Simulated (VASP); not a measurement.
# BAs (F-43m) in VASP: notebook, part 2 of 2

VASP 6.6.1. The steps go on from the part before.

## 5. Relaxation of cell and atoms, PBE+D3(BJ), target pressure 19.4 GPa, at which the enthalpy is minimised

This run uses another cell than the first one, of 12.10 Å³/atom.

INCAR reads:

```
SYSTEM = BAs
  PREC = Accurate
  ENCUT = 500
  EDIFF = 1E-7
  ISMEAR = 0
  SIGMA = 0.02
  LREAL = .FALSE.
  LASPH = .TRUE.
  NELM = 120
  ALGO = Normal
  ISIF = 3
  LWAVE = .FALSE.
  LCHARG = .FALSE.
  GGA = PE
  IVDW = 12
  IBRION = 2
  NSW = 100
  EDIFFG = -0.002
  PSTRESS = 194.0
  GGA_COMPAT = .FALSE.
  NELMIN = 4
```

KPOINTS reads:

```
Automatic mesh
0
G
  10 10 10
  0 0 0
```

POSCAR reads:

```
BAs
1.0
    0.0000000000      2.2955086194      2.2955086194
    2.2955086194      0.0000000000      2.2955086194
    2.2955086194      2.2955086194      0.0000000000
B As
1 1
Direct
    0.0000000000      0.0000000000      0.0000000000
    0.2500000000      0.2500000000      0.2500000000
```

Potentials or basis: VASP PAW PBE potentials, release 64 (B, As).

The run is started by

```console
$ cat potpaw_PBE.64/B/POTCAR potpaw_PBE.64/As/POTCAR > POTCAR
$ mpirun -np 1 vasp_std > vasp.out
```

OUTCAR:

```text
SYSTEM = BAs
   PREC = Accurate
   ENCUT = 500
   EDIFF = 1E-7
   ISMEAR = 0
   LREAL = .FALSE.
   LASPH = .TRUE.
   NELM = 120
   ISIF = 3
   GGA = PE
   IVDW = 12
   IBRION = 2
   NSW = 100
   EDIFFG = -0.002
   PSTRESS = 194.0
   NELMIN = 4
 IVDW          = 12

 ion  position               nearest neighbor table
   1  0.000  0.000  0.000-   2 1.99   2 1.99   2 1.99   2 1.99
   2  0.250  0.250  0.250-   1 1.99   1 1.99   1 1.99   1 1.99

  LATTYP: Found a face centered cubic cell.
 ALAT       =     4.5910172388

  Lattice vectors:

 A1 = (   0.0000000000,   2.2955086194,   2.2955086194)
 A2 = (   2.2955086194,   0.0000000000,   2.2955086194)
 A3 = (   2.2955086194,   2.2955086194,   0.0000000000)

Analysis of symmetry for initial positions (statically):
=====================================================================
 Subroutine PRICEL returns:
 Original cell was already a primitive cell.

 Routine SETGRP: Setting up the symmetry group for a
 face centered cubic supercell.

 Subroutine GETGRP returns: Found 24 space group operations
 (whereof 24 operations were pure point group operations)
 out of a pool of 48 trial point group operations.

The static configuration has the point symmetry T_d .

Analysis of symmetry for dynamics (positions and initial velocities):
=====================================================================
 Subroutine PRICEL returns:
 Original cell was already a primitive cell.

 Routine SETGRP: Setting up the symmetry group for a
 face centered cubic supercell.

 Subroutine GETGRP returns: Found 24 space group operations
 (whereof 24 operations were pure point group operations)
 out of a pool of 48 trial point group operations.

The dynamic configuration has the point symmetry T_d .

 Subroutine INISYM returns: Found 24 space group operations
 (whereof 24 operations are pure point group operations),
 and found     1 'primitive' translations

----------------------------------------------------------------------------------------

                                     Primitive cell

  volume of cell :      24.1917

  direct lattice vectors                    reciprocal lattice vectors
     0.000000000  2.295508619  2.295508619    -0.217816651  0.217816651  0.217816651
     2.295508619  0.000000000  2.295508619     0.217816651 -0.217816651  0.217816651
     2.295508619  2.295508619  0.000000000     0.217816651  0.217816651 -0.217816651

  length of vectors
     3.246339422  3.246339422  3.246339422     0.377269506  0.377269506  0.377269506

  position of ions in fractional coordinates (direct lattice)
     0.000000000  0.000000000  0.000000000
     0.250000000  0.250000000  0.250000000

  ion indices of the primitive-cell ions
   primitive index   ion index
                 1           1
                 2           2

----------------------------------------------------------------------------------------

 KPOINTS: Automatic mesh

Automatic generation of k-mesh.
 Grid dimensions read from file:
 generate k-points for:   10   10   10

 Generating k-lattice:

  Cartesian coordinates                     Fractional coordinates (reciprocal lattice)
    -0.021781665  0.021781665  0.021781665     0.100000000  0.000000000  0.000000000
     0.021781665 -0.021781665  0.021781665     0.000000000  0.100000000  0.000000000
     0.021781665  0.021781665 -0.021781665     0.000000000  0.000000000  0.100000000

  Length of vectors
     0.037726951  0.037726951  0.037726951

  Shift w.r.t. Gamma in fractional coordinates (k-lattice)
     0.000000000  0.000000000  0.000000000

 Subroutine IBZKPT returns following result:
 ===========================================

 Found     47 irreducible k-points:

 Following reciprocal coordinates:
            Coordinates               Weight
  0.000000  0.000000  0.000000      1.000000
  0.100000  0.000000  0.000000      8.000000
  0.200000  0.000000  0.000000      8.000000
  0.300000  0.000000  0.000000      8.000000
  0.400000  0.000000  0.000000      8.000000
  0.500000  0.000000  0.000000      4.000000
[... 16 lines left out ...]
  0.300000  0.300000  0.000000      6.000000
  0.400000  0.300000  0.000000     24.000000
 [... further k-points ...]
   k-points           NKPTS =     47   k-points in BZ     NKDIM =     47   number of bands    NBANDS=      8
   number of dos      NEDOS =    301   number of ions     NIONS =      2
   total plane-waves  NPLWV =  13824
   dimension x,y,z NGX =    24 NGY =   24 NGZ =   24
   dimension x,y,z NGXF=    48 NGYF=   48 NGZF=   48
   ions per type =               1   1
   NGX,Y,Z   is equivalent  to a cutoff of  12.29, 12.29, 12.29 a.u.
   NGXF,Y,Z  is equivalent  to a cutoff of  24.58, 24.58, 24.58 a.u.
 SYSTEM =  BAs
   PREC   = accura    normal or accurate (medium, high low for compatibility)
   ISTART =      0    job   : 0-new  1-cont  2-samecut
   ICHARG =      2    charge: 1-file 2-atom 10-const
   ISPIN  =      1    spin polarized calculation?
   LNONCOLLINEAR =      F non collinear calculations
   LSORBIT =      F    spin-orbit coupling
   LASPH  =      T    aspherical Exc in radial PAW
   ENCUT  =  500.0 eV  36.75 Ry    6.06 a.u.   5.92  5.92  5.92*2*pi/ulx,y,z
   NELM   =    120;   NELMIN=  4; NELMDL= -5     # of ELM steps
   EDIFF  = 0.1E-06   stopping-criterion for ELM
   LREAL  =      F    real-space projection
   EDIFFG = -.2E-02   stopping-criterion for IOM
   NSW    =    100    number of steps for IOM
   IBRION =      2    ionic relax: 0-MD 1-quasi-New 2-CG
   NFREE  =      1    steps in history (QN), initial steepest desc. (CG)
   ISIF   =      3    stress and relaxation
   ISYM   =      2    0-nonsym 1-usesym 2-fastsym
   POTIM  = 0.5000    time-step for ionic-motion
   TEBEG  =    0.0;   TEEND  =   0.0 temperature during run
   PSTRESS=  194.0 pullay stress
   NELECT =       8.0000    total number of electrons
   NUPDOWN=      -1.0000    fix difference up-down
   EMIN   =  10.00;   EMAX   =-10.00  energy-range for DOS
   EFERMI =   0.00;   METHOD = LEGACY
   ISMEAR =     0;   SIGMA  =   0.02  broadening in eV -4-tet -1-fermi 0-gaus
   EFERMI_NEDOS =   21; number of points for ismear=-14 and -15
   IALGO  =     38    algorithm
   IMIX   =      4    mixing-type and parameters
     AMIX     =   0.40;   BMIX     =  1.00
     AMIX_MAG =   1.60;   BMIX_MAG =  1.00
  volume/ion in A,a.u.               =      12.10        81.63
  Fermi-wavevector in a.u.,A,eV,Ry     =   1.132094  2.139348 17.437734  1.281637
  Thomas-Fermi vector in A             =   2.268795
   LORBIT       =      0    0 simple, 1 ext, 2 COOP (PROOUT), +10 PAW based schemes
   GGA     = PE    functional components
   LHFCALC =     F    Hartree Fock is set to
   AEXX    =    0.0000 exact exchange contribution
   IVDW    =    12    specifies the selected vdW correction
   LEPSILON=     F    determine dielectric tensor
   LRPA    =     F    only Hartree local field effects (RPA)
 conjugate gradient relaxation of ions
 non-spin polarized calculation
 Gauss-broadening in eV      SIGMA  =   0.02
  energy-cutoff  :      500.00
  volume of cell :       24.19
 maximum number of plane-waves:       636
   NGX = 11   NGY = 11   NGZ = 11

--------------------------------------- Ionic step        1  -------------------------------------------

 number of electron       7.9999999 magnetization

 Free energy of the ion-electron system (eV)
  ---------------------------------------------------
  ext. energy  EPLUGINS =         0.00000000
  ---------------------------------------------------
  free energy    TOTEN  =       -11.14899908 eV

  energy without entropy =      -11.14899908  energy(sigma->0) =      -11.14899908

------------------------ aborting loop because EDIFF is reached ----------------------------------------

 Edisp (eV)   -0.74334

 E8    (eV) :    -0.2949
[... 75 lines left out ...]
--------------------------------------- Ionic step        3  -------------------------------------------

 number of electron       7.9999999 magnetization

 Free energy of the ion-electron system (eV)
  ---------------------------------------------------
  ext. energy  EPLUGINS =         0.00000000
  ---------------------------------------------------
  free energy    TOTEN  =       -11.16913886 eV

  energy without entropy =      -11.16913886  energy(sigma->0) =      -11.16913886

 E-fermi :   7.5699     XC(G=0): -11.0840

 val. band max:        7.4439234865   @ k =   0.0000   0.0000   0.0000
 cond. band min:       8.4958802019   @ k =   0.4000   0.4000   0.0000
 fundamental gap:      1.0519567154
 Fermi energy:         7.5699174508

 k-point     1 :       0.0000    0.0000    0.0000
  band No.  band energies     occupation
      1      -9.0498      2.00000
      2       7.4439      2.00000
      3       7.4439      2.00000
      4       7.4439      2.00000
      5      10.8751      0.00000
      6      10.8751      0.00000
      7      10.8751      0.00000
      8      13.6181      0.00000
[... 243 lines left out ...]
 k-point    24 :       0.4000    0.3000    0.0000
  band No.  band energies     occupation
      1      -6.0879      2.00000
      2       0.6674      2.00000
      3       2.9746      2.00000
      4       3.5266      2.00000
      5       9.0742      0.00000
      6      10.8504      0.00000
      7      17.1313      0.00000
      8      17.2784      0.00000

 [... further k-points ...]

------------------------ aborting loop because EDIFF is reached ----------------------------------------

 Edisp (eV)   -0.73937

 E8    (eV) :    -0.2934
[... 29 lines left out ...]
  energy  without entropy=      -11.9085102531  energy(sigma->0) =      -11.90851025

  enthalpy is  TOTEN    =        -8.9635461848 eV   P V=        2.9449640683

 reached required accuracy - stopping structural energy minimisation
```

CONTCAR:

```text
BAs
   1.00000000000000
     0.0000000000000000    2.2996034544470607    2.2996034544470607
     2.2996034544470607   -0.0000000000000000    2.2996034544470607
     2.2996034544470607    2.2996034544470607   -0.0000000000000000
  B               As
     1     1
Direct
     0.0000000000000000    0.0000000000000000    0.0000000000000000
     0.2500000000000000    0.2500000000000000    0.2500000000000000

  0.00000000E+00  0.00000000E+00  0.00000000E+00
  0.00000000E+00  0.00000000E+00  0.00000000E+00
```

Wall time 31 s (1 thread of Intel Xeon 8259CL, shared host); peak memory 0.15 GiB.

Results:

```yaml
Free_energy: -11.9085 eV
Relaxed_volume: 12.16 Å³/atom
Relaxed_cell: a = 3.252 Å, b = 3.252 Å, c = 3.252 Å, α = 60.00°, β = 60.00°, γ = 60.00°
Space_group_after_relaxing_to_0.1_Å: F-43m (No. 216)
Energy_change_on_relaxing_the_run_minimises_the_enthalpy: -8.1 meV/atom
Ionic_steps: 3
Pressure_after_relaxing: 19.4 GPa
Band_gap_on_the_k_mesh: 1.05 eV (least direct gap 3.43 eV)
Dispersion_energy_per_atom: -0.370 eV
```

The path:
| step | energy change (eV) | largest force (eV/Å) | pressure (GPa) | volume (Å³) |
| --- | --- | --- | --- | --- |
| 1 | 0.0000 | 0.0000 | 20.57 | 24.19 |
| 2 | -0.0372 | 0.0000 | 17.84 | 24.50 |
| 3 | -0.0162 | 0.0000 | 19.42 | 24.32 |

Final structure:
```yaml
crystal:
  lattice:
    - [0.00000, 2.29960, 2.29960]
    - [2.29960, 0.00000, 2.29960]
    - [2.29960, 2.29960, 0.00000]
  atoms:
    - { symbol: B, position: [0.00000, 0.00000, 0.00000] }
    - { symbol: As, position: [0.25000, 0.25000, 0.25000] }
```

Levels at points of the mesh, in eV from the valence-band top:
| k point | band 1 | band 2 | band 3 | band 4 | band 5 | band 6 | band 7 | band 8 |
| --- | --- | --- | --- | --- | --- | --- | --- | --- |
| (0.00, 0.00, 0.00) | -16.49 | 0.00 | 0.00 | 0.00 | 3.43 | 3.43 | 3.43 | 6.17 |
| (0.50, 0.00, 0.00) | -13.19 | -9.67 | -2.02 | -2.02 | 3.40 | 4.90 | 4.90 | 9.06 |
| (0.50, 0.50, 0.00) | -11.68 | -9.20 | -4.58 | -4.58 | 1.26 | 1.33 | 12.49 | 12.49 |

Caveat: the cell is relaxed towards a set pressure, so the run minimises the enthalpy, not the energy. A k mesh can miss the band edges.

## 6. Overview

```tsv
task	cell	k mesh	smearing	gap on the mesh (eV)	pressure (GPa)
single point	a = 3.378 Å, angles 60.0°, 2 atoms	6 × 6 × 6	gaussian 0.1 eV	1.27	-0.4
single point	a = 3.246 Å, angles 60.0°, 2 atoms	10 × 10 × 10	gaussian 0.02 eV	1.05	20.6
relaxation of cell and atoms	relaxed to 19.4 GPa from a = 3.246 Å, angles 60.0°, 2 atoms	10 × 10 × 10	gaussian 0.02 eV	1.05	19.4
```

Alike in all rows: level PBE+D3(BJ); potentials or basis VASP PAW PBE potentials, release 64 (B, As); no spin polarisation; cutoff (eV) 500.

Caveats: the cell stands under pressure (at least some runs); the cell is relaxed towards a set pressure, so the run minimises the enthalpy, not the energy (at least some runs).

Absolute energies hang on the potentials; compare differences alone.
